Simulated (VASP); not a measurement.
# Cd4InO (P6/mmm) in VASP: single point with PBE

Aim: the single point of Cd4InO with PBE.

Program: VASP 6.6.1. These are calculated values, not measurements. Logs are shortened: lines on timing, memory, paths and dates and some standing lists are left out, and cuts for length are marked.

### 1 The cell of the first run

The structure is hexagonal, space group P6/mmm (No. 191). Conventional cell: a = 5.125 Å, b = 5.125 Å, c = 5.705 Å, α = 90.00°, β = 90.00°, γ = 120.00°. Cd (site symmetry -6m2) has 5 Cd at 2.85 to 2.96 Å and 3 O at 2.96 Å within 3.8 Å. Cd (site symmetry -6m2) has 5 Cd at 2.85 to 2.96 Å and 3 In at 2.96 Å within 3.8 Å. Within 3.8 Å of In (site symmetry 6/mmm) lie 2 O at 2.85 Å and 6 Cd at 2.96 Å. Within 3.8 Å of O (site symmetry 6/mmm) lie 2 In at 2.85 Å and 6 Cd at 2.96 Å.

The cell was generated, and may not be a known phase.

### 2 Single point, PBE, collinear spin, ferromagnetic start

Input file INCAR:

```
PREC = Accurate
ENCUT = 520
EDIFF = 1E-7
ISMEAR = 0
SIGMA = 0.1
LREAL = False
LASPH = True
NELM = 150
ALGO = Normal
ISIF = 2
LWAVE = False
LCHARG = False
ISPIN = 2
MAGMOM = 0 0 0 0 0 1
LORBIT = 11
GGA = PE
NBANDS = 46
```

Input file KPOINTS:

```
Automatic mesh
0
Gamma
  6 6 4
```

Input file POSCAR:

```
Cd4InO
1.0
    5.1253372332      0.0000000000      0.0000000000
   -2.5626686166      4.4386722469      0.0000000000
    0.0000000000      0.0000000000      5.7046457004
Cd In O
4 1 1
Direct
    0.3333333333      0.6666666667      0.0000000000
    0.6666666667      0.3333333333      0.0000000000
    0.3333333333      0.6666666667      0.5000000000
    0.6666666667      0.3333333333      0.5000000000
    0.0000000000      0.0000000000      0.5000000000
    0.0000000000      0.0000000000      0.0000000000
```

Potentials or basis: VASP PAW PBE potentials, release 64 (Cd, In_d, O).

Launch:

```
cat potpaw_PBE.64/Cd/POTCAR potpaw_PBE.64/In_d/POTCAR potpaw_PBE.64/O/POTCAR > POTCAR
mpirun -np 1 vasp_std > vasp.out
```

OUTCAR:

```text
PREC = Accurate
   ENCUT = 520
   EDIFF = 1E-7
   ISMEAR = 0
   LREAL = False
   LASPH = True
   NELM = 150
   ISIF = 2
   ISPIN = 2
   LORBIT = 11
   GGA = PE

 ion  position               nearest neighbor table
   1  0.333  0.667  0.000-   3 2.85   3 2.85   2 2.96   2 2.96   2 2.96
   2  0.667  0.333  0.000-   4 2.85   4 2.85   1 2.96   1 2.96   1 2.96
   3  0.333  0.667  0.500-   1 2.85   1 2.85   4 2.96   5 2.96   4 2.96   5 2.96   5 2.96   4 2.96

   4  0.667  0.333  0.500-   2 2.85   2 2.85   3 2.96   3 2.96   5 2.96   5 2.96   5 2.96   3 2.96

   5  0.000  0.000  0.500-   6 2.85   6 2.85   3 2.96   4 2.96   3 2.96   4 2.96   4 2.96   3 2.96

   6  0.000  0.000  0.000-   5 2.85   5 2.85

  LATTYP: Found a hexagonal cell.
 ALAT       =     5.1253372332
 C/A-ratio  =     1.1130283610

  Lattice vectors:

 A1 = (   5.1253372332,   0.0000000000,   0.0000000000)
 A2 = (  -2.5626686166,   4.4386722469,   0.0000000000)
 A3 = (   0.0000000000,   0.0000000000,   5.7046457004)

Analysis of symmetry for initial positions (statically):
=====================================================================
 Subroutine PRICEL returns:
 Original cell was already a primitive cell.

 Routine SETGRP: Setting up the symmetry group for a
 hexagonal supercell.

 Subroutine GETGRP returns: Found 24 space group operations
 (whereof 24 operations were pure point group operations)
 out of a pool of 24 trial point group operations.

The static configuration has the point symmetry D_6h.

Analysis of symmetry for dynamics (positions and initial velocities):
=====================================================================
 Subroutine PRICEL returns:
 Original cell was already a primitive cell.

 Routine SETGRP: Setting up the symmetry group for a
 hexagonal supercell.

 Subroutine GETGRP returns: Found 24 space group operations
 (whereof 24 operations were pure point group operations)
 out of a pool of 24 trial point group operations.

The dynamic configuration has the point symmetry D_6h.

Analysis of structural, dynamic, and magnetic symmetry:
=====================================================================
 Subroutine PRICEL returns:
 Original cell was already a primitive cell.

 Routine SETGRP: Setting up the symmetry group for a
 hexagonal supercell.

 Subroutine GETGRP returns: Found 24 space group operations
 (whereof 24 operations were pure point group operations)
[... 140 lines left out ...]
  volume of cell :      129.78
 maximum number of plane-waves:      3537
 NGX is ok and might be reduce to    40
   NGX = 19   NGY = 19   NGZ = 21

 number of electron      66.9999973 magnetization      -0.0002420

 number of electron      66.9999973 magnetization       0.0002983

 Free energy of the ion-electron system (eV)
  ---------------------------------------------------
  ext. energy  EPLUGINS =         0.00000000
  ---------------------------------------------------
  free energy    TOTEN  =        -9.95277664 eV

  energy without entropy =       -9.92239796  energy(sigma->0) =       -9.93758730

 E-fermi :   2.8100     XC(G=0): -10.4401

 val. band max:        2.7922891776   @ k =   0.5000  -0.0000   0.5000
 cond. band min:       2.8816114111   @ k =   0.5000  -0.0000   0.5000
 fundamental gap:      0.0893222334
 Fermi energy:         2.8099961072

 spin component 1

 k-point     1 :       0.0000    0.0000    0.0000
  band No.  band energies     occupation
      1     -13.0360      1.00000
      2     -11.7079      1.00000
      3     -11.7079      1.00000
      4     -11.5799      1.00000
      5     -11.5799      1.00000
      6     -11.5434      1.00000
[... 997 lines left out ...]
     44      10.2337      0.00000
     45      10.2337      0.00000
 Fermi energy:         2.8099961072

 spin component 2

 k-point     1 :       0.0000    0.0000    0.0000
  band No.  band energies     occupation
      1     -13.0356      1.00000
      2     -11.7079      1.00000
      3     -11.7079      1.00000
      4     -11.5799      1.00000
      5     -11.5799      1.00000
      6     -11.5434      1.00000
[... 997 lines left out ...]
     44      10.2337      0.00000
     45      10.2337      0.00000
 [bands above 45 left out]

------------------------ aborting loop because EDIFF is reached ----------------------------------------

  FORCE on cell =-STRESS in cart. coord.  units (eV):
  Direction    XX          YY          ZZ          XY          YZ          ZX
  --------------------------------------------------------------------------------------
  -------------------------------------------------------------------------------------
  Total        0.1720883      0.1720883      0.1651226      0.0000000      0.0000000      0.0000000
  in kB        2.1245051      2.1245051      2.0385100      0.0000000      0.0000000      0.0000000
  external PRESSURE =       2.0958400 kB  Pullay stress =       0.0000000 kB

 VOLUME and BASIS-vectors are now :
 -----------------------------------------------------------------------------
  energy-cutoff  :      520.00
  volume of cell :      129.78
      direct lattice vectors                 reciprocal lattice vectors
     5.125337233  0.000000000  0.000000000     0.195109113  0.112646299  0.000000000
    -2.562668617  4.438672247  0.000000000     0.000000000  0.225292598  0.000000000
     0.000000000  0.000000000  5.704645700     0.000000000  0.000000000  0.175295724

 POSITION                                       TOTAL-FORCE (eV/Angst)
 -----------------------------------------------------------------------------------
     -0.00000      2.95911      0.00000         0.000000      0.000000     -0.000000
      2.56267      1.47956      0.00000         0.000000     -0.000000      0.000000
     -0.00000      2.95911      2.85232         0.000000     -0.000000      0.000000
      2.56267      1.47956      2.85232        -0.000000      0.000000     -0.000000
      0.00000      0.00000      2.85232        -0.000000     -0.000000      0.000000
      0.00000      0.00000      0.00000        -0.000000     -0.000000      0.000000
 -----------------------------------------------------------------------------------
    total drift:                                0.000000     -0.000000     -0.000000

  FREE ENERGIE OF THE ION-ELECTRON SYSTEM (eV)
  ---------------------------------------------------
  free  energy   TOTEN  =        -9.9527766408 eV

  energy  without entropy=       -9.9223979606  energy(sigma->0) =       -9.93758730

 total charge

# of ion       s       p       d       tot
------------------------------------------
    1        0.551   0.202   9.511  10.264
    2        0.551   0.202   9.511  10.264
    3        0.566   0.331   9.471  10.368
    4        0.566   0.331   9.471  10.368
    5        0.957   0.488   9.862  11.308
    6        1.594   3.162   0.000   4.757
--------------------------------------------------
tot          4.785   4.716  47.827  57.329

 magnetization (x)

# of ion       s       p       d       tot
------------------------------------------
    1        0.000   0.000   0.000   0.000
    2        0.000   0.000   0.000   0.000
    3       -0.000   0.000   0.000   0.000
    4       -0.000   0.000   0.000   0.000
    5       -0.000  -0.000  -0.000  -0.000
    6        0.000   0.000   0.000   0.000
--------------------------------------------------
tot          0.000   0.000   0.000   0.001
```

OSZICAR:

```text
N       E                     dE             d eps       ncg     rms          rms(c)
DAV:   1     0.649259642593E+03    0.64926E+03   -0.32914E+04  3882   0.163E+03
DAV:   2     0.441292647438E+02   -0.60513E+03   -0.57348E+03  3912   0.448E+02
DAV:   3    -0.118440168210E+02   -0.55973E+02   -0.53791E+02  4342   0.133E+02
DAV:   4    -0.140926901213E+02   -0.22487E+01   -0.22355E+01  4286   0.238E+01
[... 14 lines left out ...]
DAV:  19    -0.995279133138E+01    0.41476E-05   -0.13725E-04  4366   0.407E-02    0.424E-02
DAV:  20    -0.995277594142E+01    0.15390E-04   -0.49488E-05  4312   0.267E-02    0.124E-02
DAV:  21    -0.995277677862E+01   -0.83720E-06   -0.29451E-06  4150   0.835E-03    0.506E-03
DAV:  22    -0.995277656262E+01    0.21599E-06   -0.73491E-07  3658   0.284E-03    0.150E-03
DAV:  23    -0.995277664084E+01   -0.78212E-07   -0.12266E-07  2566   0.162E-03
   1 F= -.99527766E+01 E0= -.99375873E+01  d E =-.303787E-01  mag=     0.0001
```

stdout:

```text
POSCAR found type information on POSCAR CdInO
 POSCAR found :  3 types and       6 ions
 scaLAPACK will be used
 LDA part: xc-table for (Slater+PW92), standard interpolation
 POSCAR, INCAR and KPOINTS ok, starting setup
 FFT: planning ... GRIDC
 FFT: planning ... GRID_SOFT
 FFT: planning ... GRID
 WAVECAR not read
 entering main loop
```

Wall time 6.6 min (1 thread of Intel Xeon Platinum 8488C (Sapphire Rapids), shared host); peak memory 0.4 GiB.

Results:

```yaml
Free_energy: -9.9528 eV
Pressure: 0.2 GPa
Net_moment: 0.00 μB per cell
Valence_electrons_inside_the_program's_atomic_spheres: Cd 10.26, 10.37 (each value once); In 11.31; O 4.76
```

Levels at points of the mesh, in eV from the Fermi level:
Spin up:
```csv
k point,band 31,band 32,band 33,band 34,band 35,band 36,band 37,band 38
"(0.00, 0.00, 0.00)",-1.50,-0.16,0.46,0.81,0.81,1.51,1.59,1.59
"(0.50, 0.00, 0.00)",-1.91,-1.74,-0.66,-0.13,0.91,1.47,1.70,4.08
"(0.00, 0.00, 0.50)",-1.39,0.85,1.03,1.38,1.38,1.71,1.82,1.82
"(0.50, 0.00, 0.50)",-1.95,-1.43,-1.23,-0.02,0.07,2.88,3.31,5.48
```
Spin down:
```csv
k point,band 30,band 31,band 32,band 33,band 34,band 35,band 36,band 37,band 38,band 39
"(0.00, 0.00, 0.00)",-1.50,-1.50,-0.16,0.46,0.81,0.81,1.51,1.59,1.59,3.88
"(0.50, 0.00, 0.00)",-2.04,-1.91,-1.74,-0.66,-0.13,0.91,1.47,1.70,4.08,4.95
"(0.00, 0.00, 0.50)",-1.39,-1.39,0.85,1.03,1.38,1.38,1.71,1.82,1.82,2.79
"(0.50, 0.00, 0.50)",-2.22,-1.95,-1.43,-1.23,-0.02,0.07,2.88,3.31,5.48,5.92
```

Caveat: spin-orbit coupling is left out, which moves the levels of the heavy elements.
